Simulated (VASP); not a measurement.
# C in VASP: settings compared, part 2 of 2

VASP 6.6.1.

### 3 Single point, r2SCAN

POSCAR reads:

```
C
1.0
    2.4557085621      0.0000000000      0.0000000000
   -1.2278542810      2.1267059991      0.0000000000
    0.0000000000      0.0000000000      8.5237804320
C
2
Direct
    0.3333333333      0.6666666667      0.0000000000
    0.6666666667      0.3333333333      0.0000000000
```

INCAR.step1 reads:

```
PREC = Accurate
ENCUT = 660
ISMEAR = 1
SIGMA = 0.15
LREAL = False
LASPH = True
NELM = 120
NBANDS = 11
GGA = PE
ALGO = Normal
EDIFF = 1E-5
LWAVE = True
LCHARG = False
GGA_COMPAT = False
```

INCAR.step2 reads:

```
PREC = Accurate
ENCUT = 660
EDIFF = 1E-6
ISMEAR = 1
SIGMA = 0.15
LREAL = False
LASPH = True
NELM = 120
ALGO = Normal
ISIF = 2
LWAVE = False
LCHARG = False
METAGGA = R2SCAN
LMIXTAU = True
NBANDS = 11
ISTART = 1
GGA_COMPAT = False
```

KPOINTS reads:

```
Automatic mesh
0
Gamma
  9 9 3
```

Potentials or basis: VASP PAW PBE potentials, release 64 (C).

Started as:

```
$ cat potpaw_PBE.64/C/POTCAR > POTCAR
$ cp INCAR.step1 INCAR
$ mpirun -np 1 vasp_std > vasp.out
$ cp INCAR.step2 INCAR
$ mpirun -np 1 vasp_std > vasp.out
```

OUTCAR:

```text
PREC = Accurate
   ENCUT = 660
   EDIFF = 1E-6
   ISMEAR = 1
   LREAL = False
   LASPH = True
   NELM = 120
   ISIF = 2
   METAGGA = R2SCAN
   ISTART = 1

 ion  position               nearest neighbor table
   1  0.333  0.667  0.000-   2 1.42   2 1.42   2 1.42
   2  0.667  0.333  0.000-   1 1.42   1 1.42   1 1.42

  LATTYP: Found a hexagonal cell.
 ALAT       =     2.4557085621
 C/A-ratio  =     3.4710065207

  Lattice vectors:

 A1 = (   2.4557085621,   0.0000000000,   0.0000000000)
 A2 = (  -1.2278542810,   2.1267059991,   0.0000000000)
 A3 = (   0.0000000000,   0.0000000000,   8.5237804320)

Analysis of symmetry for initial positions (statically):
=====================================================================
 Subroutine PRICEL returns:
 Original cell was already a primitive cell.

 Routine SETGRP: Setting up the symmetry group for a
 hexagonal supercell.

 Subroutine GETGRP returns: Found 24 space group operations
 (whereof 24 operations were pure point group operations)
 out of a pool of 24 trial point group operations.

The static configuration has the point symmetry D_6h.

Analysis of symmetry for dynamics (positions and initial velocities):
=====================================================================
 Subroutine PRICEL returns:
 Original cell was already a primitive cell.

 Routine SETGRP: Setting up the symmetry group for a
 hexagonal supercell.

 Subroutine GETGRP returns: Found 24 space group operations
 (whereof 24 operations were pure point group operations)
 out of a pool of 24 trial point group operations.

The dynamic configuration has the point symmetry D_6h.

 Subroutine INISYM returns: Found 24 space group operations
 (whereof 24 operations are pure point group operations),
 and found     1 'primitive' translations

----------------------------------------------------------------------------------------

                                     Primitive cell

  volume of cell :      44.5160

  direct lattice vectors                    reciprocal lattice vectors
     2.455708562  0.000000000  0.000000000     0.407214445  0.235105370  0.000000000
    -1.227854281  2.126705999  0.000000000     0.000000000  0.470210739  0.000000000
     0.000000000  0.000000000  8.523780432     0.000000000  0.000000000  0.117318836

  length of vectors
     2.455708562  2.455708562  8.523780432     0.470210739  0.470210739  0.117318836

  position of ions in fractional coordinates (direct lattice)
     0.333333333  0.666666667  0.000000000
     0.666666667  0.333333333  0.000000000

  ion indices of the primitive-cell ions
   primitive index   ion index
                 1           1
                 2           2

----------------------------------------------------------------------------------------

 KPOINTS: Automatic mesh

Automatic generation of k-mesh.
 Grid dimensions read from file:
 generate k-points for:    9    9    3

 Generating k-lattice:

  Cartesian coordinates                     Fractional coordinates (reciprocal lattice)
     0.045246049  0.026122819  0.000000000     0.111111111  0.000000000  0.000000000
     0.000000000  0.052245638  0.000000000     0.000000000  0.111111111  0.000000000
     0.000000000  0.000000000  0.039106279     0.000000000  0.000000000  0.333333333

  Length of vectors
     0.052245638  0.052245638  0.039106279

  Shift w.r.t. Gamma in fractional coordinates (k-lattice)
     0.000000000  0.000000000  0.000000000

 Subroutine IBZKPT returns following result:
 ===========================================

 Found     24 irreducible k-points:

 Following reciprocal coordinates:
            Coordinates               Weight
  0.000000  0.000000  0.000000      1.000000
  0.111111 -0.000000  0.000000      6.000000
  0.222222 -0.000000  0.000000      6.000000
  0.333333 -0.000000  0.000000      6.000000
  0.444444 -0.000000  0.000000      6.000000
  0.111111  0.111111  0.000000      6.000000
[... 16 lines left out ...]
  0.333333  0.222222  0.333333     24.000000
  0.333333  0.333333  0.333333      4.000000
   k-points           NKPTS =     24   k-points in BZ     NKDIM =     24   number of bands    NBANDS=     11
   number of dos      NEDOS =    301   number of ions     NIONS =      2
   total plane-waves  NPLWV =  41472
   dimension x,y,z NGX =    24 NGY =   24 NGZ =   72
   dimension x,y,z NGXF=    48 NGYF=   48 NGZF=  144
   ions per type =               2
   NGX,Y,Z   is equivalent  to a cutoff of  16.25, 16.25, 14.04 a.u.
   NGXF,Y,Z  is equivalent  to a cutoff of  32.49, 32.49, 28.09 a.u.
 SYSTEM =  unknown system
   PREC   = accura    normal or accurate (medium, high low for compatibility)
   ISTART =      1    job   : 0-new  1-cont  2-samecut
   ICHARG =      0    charge: 1-file 2-atom 10-const
   ISPIN  =      1    spin polarized calculation?
   LNONCOLLINEAR =      F non collinear calculations
   LSORBIT =      F    spin-orbit coupling
   LASPH  =      T    aspherical Exc in radial PAW
   ENCUT  =  660.0 eV  48.51 Ry    6.96 a.u.   5.14  5.14 17.86*2*pi/ulx,y,z
   NELM   =    120;   NELMIN=  2; NELMDL=  0     # of ELM steps
   EDIFF  = 0.1E-05   stopping-criterion for ELM
   LREAL  =      F    real-space projection
[... 7 lines left out ...]
   TEBEG  =    0.0;   TEEND  =   0.0 temperature during run
   PSTRESS=    0.0 pullay stress
   NELECT =       8.0000    total number of electrons
   NUPDOWN=      -1.0000    fix difference up-down
   EMIN   =  10.00;   EMAX   =-10.00  energy-range for DOS
   EFERMI =   0.00;   METHOD = LEGACY
   ISMEAR =     1;   SIGMA  =   0.15  broadening in eV -4-tet -1-fermi 0-gaus
   EFERMI_NEDOS =   21; number of points for ismear=-14 and -15
   IALGO  =     38    algorithm
   IMIX   =      4    mixing-type and parameters
     AMIX     =   0.40;   BMIX     =  1.00
     AMIX_MAG =   1.60;   BMIX_MAG =  1.00
  volume/ion in A,a.u.               =      22.26       150.20
  Fermi-wavevector in a.u.,A,eV,Ry     =   0.923845  1.745815 11.612442  0.853490
  Thomas-Fermi vector in A             =   2.049527
   LORBIT       =      0    0 simple, 1 ext, 2 COOP (PROOUT), +10 PAW based schemes
   METAGGA = R2SCAN    functional components
   LHFCALC =     F    Hartree Fock is set to
   AEXX    =    0.0000 exact exchange contribution
   IVDW    =     0    specifies the selected vdW correction
   LEPSILON=     F    determine dielectric tensor
   LRPA    =     F    only Hartree local field effects (RPA)
 non-spin polarized calculation
 Methfessel and Paxton  Order N= 1 SIGMA  =   0.15
  energy-cutoff  :      660.00
  volume of cell :       44.52
 maximum number of plane-waves:      1735
 NGX is ok and might be reduce to    24
   NGX = 11   NGY = 11   NGZ = 35

 number of electron       7.9999999 magnetization

 Free energy of the ion-electron system (eV)
  ---------------------------------------------------
  ext. energy  EPLUGINS =         0.00000000
  ---------------------------------------------------
  free energy    TOTEN  =       -19.83997937 eV

  energy without entropy =      -19.83788978  energy(sigma->0) =      -19.83928284

 E-fermi :  -0.7188     XC(G=0):  -5.0614

 val. band max:       -0.7188446895   @ k =   0.3333   0.3333   0.3333
 cond. band min:      -0.7186089821   @ k =   0.3333   0.3333   0.0000
 fundamental gap:      0.0002357075
 Fermi energy:        -0.7187661195

 k-point     1 :       0.0000    0.0000    0.0000
  band No.  band energies     occupation
      1     -21.5898      2.00000
      2      -8.8683      2.00000
      3      -3.9543      2.00000
      4      -3.9543      2.00000
      5       2.6624      0.00000
      6       5.1041      0.00000
      7       6.6011      0.00000
      8       7.9940      0.00000
      9       7.9940      0.00000
     10      11.7946      0.00000
     11      12.5385      0.00000
[... 309 lines left out ...]
 k-point    24 :       0.3333    0.3333    0.3333
  band No.  band energies     occupation
      1     -14.2497      2.00000
      2     -14.2497      2.00000
      3     -11.9114      2.00000
      4      -0.7188      1.00089
      5      -0.7188      1.00089
      6      10.4155      0.00000
      7      12.9311      0.00000
      8      12.9312      0.00000
      9      13.5101      0.00000
     10      14.6069      0.00000
     11      14.6071      0.00000

------------------------ aborting loop because EDIFF is reached ----------------------------------------

  FORCE on cell =-STRESS in cart. coord.  units (eV):
  Direction    XX          YY          ZZ          XY          YZ          ZX
  --------------------------------------------------------------------------------------
  -------------------------------------------------------------------------------------
  Total        0.0610181      0.0610181     -0.0582483      0.0000000      0.0000000      0.0000000
  in kB        2.1961043      2.1961043     -2.0964170      0.0000000      0.0000000      0.0000000
  external PRESSURE =       0.7652639 kB  Pullay stress =       0.0000000 kB

 VOLUME and BASIS-vectors are now :
 -----------------------------------------------------------------------------
  energy-cutoff  :      660.00
  volume of cell :       44.52
      direct lattice vectors                 reciprocal lattice vectors
     2.455708562  0.000000000  0.000000000     0.407214445  0.235105370  0.000000000
    -1.227854281  2.126705999  0.000000000     0.000000000  0.470210739  0.000000000
     0.000000000  0.000000000  8.523780432     0.000000000  0.000000000  0.117318836

 POSITION                                       TOTAL-FORCE (eV/Angst)
 -----------------------------------------------------------------------------------
     -0.00000      1.41780      0.00000         0.000000     -0.000000      0.000000
      1.22785      0.70890      0.00000        -0.000000      0.000000     -0.000000
 -----------------------------------------------------------------------------------
    total drift:                                0.000000     -0.000000      0.000000

  FREE ENERGIE OF THE ION-ELECTRON SYSTEM (eV)
  ---------------------------------------------------
  free  energy   TOTEN  =       -19.8399793716 eV

  energy  without entropy=      -19.8378897840  energy(sigma->0) =      -19.83928284
```

Wall time 3.1 min (1 thread of AMD EPYC 7R13, shared host); peak memory 0.16 GiB.

Results:

```yaml
Free_energy: -19.8400 eV
Band_gap_on_the_k_mesh: zero (filled and empty bands touch)
```

Caveat: the PAW data sets were made with another functional, which shifts forces and pressure a little.
